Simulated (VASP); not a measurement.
# Sn (Fd-3m) in VASP: further runs, part 2 of 2

VASP 6.6.1.

**4. Single point, LDA**

INCAR reads:

```
SYSTEM = Sn
PREC = Accurate ; ENCUT = 520
EDIFF = 1E-6 ; ISMEAR = -1
SIGMA = 0.1 ; LREAL = .False.
LASPH = .True. ; NELM = 100
ALGO = Normal ; ISIF = 2
LWAVE = .False. ; LCHARG = .False.
GGA = CA ; NBANDS = 21
```

KPOINTS reads:

```
regular mesh
0
Gamma
  9 9 9
  0 0 0
```

POSCAR reads:

```
Sn
1.0
    0.0000000000      3.2380799619      3.2380799619
    3.2380799619      0.0000000000      3.2380799619
    3.2380799619      3.2380799619      0.0000000000
Sn
2
Direct
    0.5000000000      0.5000000000      0.5000000000
    0.7500000000      0.7500000000      0.7500000000
```

Potentials or basis: VASP PAW LDA potentials, release 64 (Sn_d).

Command:

```console
cat potpaw_LDA.64/Sn_d/POTCAR > POTCAR
mpirun -np 1 vasp_std > vasp.out
```

OUTCAR:

```text
SYSTEM = Sn
   PREC = Accurate
   ENCUT = 520
   EDIFF = 1E-6
   ISMEAR = -1
   LREAL = .False.
   LASPH = .True.
   NELM = 100
   ISIF = 2
   GGA = CA

 ion  position               nearest neighbor table
   1  0.500  0.500  0.500-   2 2.80   2 2.80   2 2.80   2 2.80
   2  0.750  0.750  0.750-   1 2.80   1 2.80   1 2.80   1 2.80

  LATTYP: Found a face centered cubic cell.
 ALAT       =     6.4761599238

  Lattice vectors:

 A1 = (   0.0000000000,   3.2380799619,   3.2380799619)
 A2 = (   3.2380799619,   0.0000000000,   3.2380799619)
 A3 = (   3.2380799619,   3.2380799619,   0.0000000000)

Analysis of symmetry for initial positions (statically):
=====================================================================
 Subroutine PRICEL returns:
 Original cell was already a primitive cell.

 Routine SETGRP: Setting up the symmetry group for a
 face centered cubic supercell.

 Subroutine GETGRP returns: Found 48 space group operations
 (whereof 24 operations were pure point group operations)
 out of a pool of 48 trial point group operations.

The static configuration has the point symmetry T_d .
 The point group associated with its full space group is O_h .

Analysis of symmetry for dynamics (positions and initial velocities):
=====================================================================
 Subroutine PRICEL returns:
 Original cell was already a primitive cell.

 Routine SETGRP: Setting up the symmetry group for a
 face centered cubic supercell.

 Subroutine GETGRP returns: Found 48 space group operations
 (whereof 24 operations were pure point group operations)
 out of a pool of 48 trial point group operations.

The dynamic configuration has the point symmetry T_d .
 The point group associated with its full space group is O_h .

 Subroutine INISYM returns: Found 48 space group operations
 (whereof 24 operations are pure point group operations),
 and found     1 'primitive' translations
[... 103 lines left out ...]
   POTIM  = 0.5000    time-step for ionic-motion
   TEBEG  =    0.0;   TEEND  =   0.0 temperature during run
   PSTRESS=    0.0 pullay stress
   NELECT =      28.0000    total number of electrons
   NUPDOWN=      -1.0000    fix difference up-down
   EMIN   =  10.00;   EMAX   =-10.00  energy-range for DOS
   EFERMI =   0.00;   METHOD = LEGACY
   ISMEAR =    -1;   SIGMA  =   0.10  broadening in eV -4-tet -1-fermi 0-gaus
   EFERMI_NEDOS =   21; number of points for ismear=-14 and -15
   IALGO  =     38    algorithm
   IMIX   =      4    mixing-type and parameters
     AMIX     =   0.40;   BMIX     =  1.00
     AMIX_MAG =   1.60;   BMIX_MAG =  1.00
  volume/ion in A,a.u.               =      33.95       229.12
  Fermi-wavevector in a.u.,A,eV,Ry     =   1.218512  2.302654 20.201555  1.484772
  Thomas-Fermi vector in A             =   2.353796
   LORBIT       =      0    0 simple, 1 ext, 2 COOP (PROOUT), +10 PAW based schemes
   GGA     = CA    functional components
   LHFCALC =     F    Hartree Fock is set to
   AEXX    =    0.0000 exact exchange contribution
   IVDW    =     0    specifies the selected vdW correction
   LEPSILON=     F    determine dielectric tensor
   LRPA    =     F    only Hartree local field effects (RPA)
 non-spin polarized calculation
  energy-cutoff  :      520.00
  volume of cell :       67.90
 maximum number of plane-waves:      1853
 NGX is ok and might be reduce to    36
   NGX = 17   NGY = 17   NGZ = 17

 number of electron      28.0000006 magnetization

 Free energy of the ion-electron system (eV)
  ---------------------------------------------------
  ext. energy  EPLUGINS =         0.00000000
  ---------------------------------------------------
  free energy    TOTEN  =        -8.94183805 eV

  energy without entropy =       -8.93404152  energy(sigma->0) =       -8.93793978

 E-fermi :   5.4074     XC(G=0):  -9.2213

 val. band max:        5.3631133762   @ k =   0.4444   0.0000   0.0000
 cond. band min:       5.5173159762   @ k =   0.3333   0.0000   0.0000
 fundamental gap:      0.1542026000
 Fermi energy:         5.4073630118

 k-point     1 :       0.0000    0.0000    0.0000
  band No.  band energies     occupation
      1     -16.1937      2.00000
      2     -16.1937      2.00000
      3     -16.1937      2.00000
      4     -16.1312      2.00000
      5     -16.1312      2.00000
      6     -15.8139      2.00000
[... 565 lines left out ...]
     20      15.2396      0.00000
     21      15.6969      0.00000

 [... further k-points ...]
[... 5 lines left out ...]
  --------------------------------------------------------------------------------------
  -------------------------------------------------------------------------------------
  Total        0.0041195      0.0041195      0.0041195      0.0000000      0.0000000      0.0000000
  in kB        0.0971998      0.0971998      0.0971998      0.0000000      0.0000000      0.0000000
  external PRESSURE =       0.0971998 kB  Pullay stress =       0.0000000 kB

 VOLUME and BASIS-vectors are now :
 -----------------------------------------------------------------------------
  energy-cutoff  :      520.00
  volume of cell :       67.90
      direct lattice vectors                 reciprocal lattice vectors
     0.000000000  3.238079962  3.238079962    -0.154412493  0.154412493  0.154412493
     3.238079962  0.000000000  3.238079962     0.154412493 -0.154412493  0.154412493
     3.238079962  3.238079962  0.000000000     0.154412493  0.154412493 -0.154412493

 POSITION                                       TOTAL-FORCE (eV/Angst)
 -----------------------------------------------------------------------------------
      3.23808      3.23808      3.23808         0.000000      0.000000      0.000000
      4.85712      4.85712      4.85712        -0.000000     -0.000000     -0.000000
 -----------------------------------------------------------------------------------
    total drift:                                0.000000      0.000000      0.000000

  FREE ENERGIE OF THE ION-ELECTRON SYSTEM (eV)
  ---------------------------------------------------
  free  energy   TOTEN  =        -8.9418380479 eV

  energy  without entropy=       -8.9340415186  energy(sigma->0) =       -8.93793978
```

stdout:

```text
POSCAR found type information on POSCAR Sn
 POSCAR found :  1 types and       2 ions
 scaLAPACK will be used
 LDA part: xc-table for (Slater(with rela. corr.)+CA(PZ))
 , standard interpolation
 POSCAR, INCAR and KPOINTS ok, starting setup
 FFT: planning ... GRIDC
 FFT: planning ... GRID_SOFT
 FFT: planning ... GRID
 WAVECAR not read
 entering main loop
```

Wall time 56 s (1 thread of Intel Xeon 8259CL, shared host); peak memory 0.19 GiB.

Results:

```
Free energy            : -8.9418 eV
Pressure               : 0.0 GPa
Band gap on the k mesh : zero (band 14 reaches 5.52 eV, above the bottom of band 15 at 5.36 eV)
```

Levels at points of the mesh, in eV from the Fermi level:
```tsv
k point	band 11	band 12	band 13	band 14	band 15	band 16	band 17	band 18
(0.00, 0.00, 0.00)	-10.66	-0.73	0.11	0.11	0.11	2.17	2.17	2.17
```

Caveat: spin-orbit coupling is left out, which moves the levels of the heavy elements.
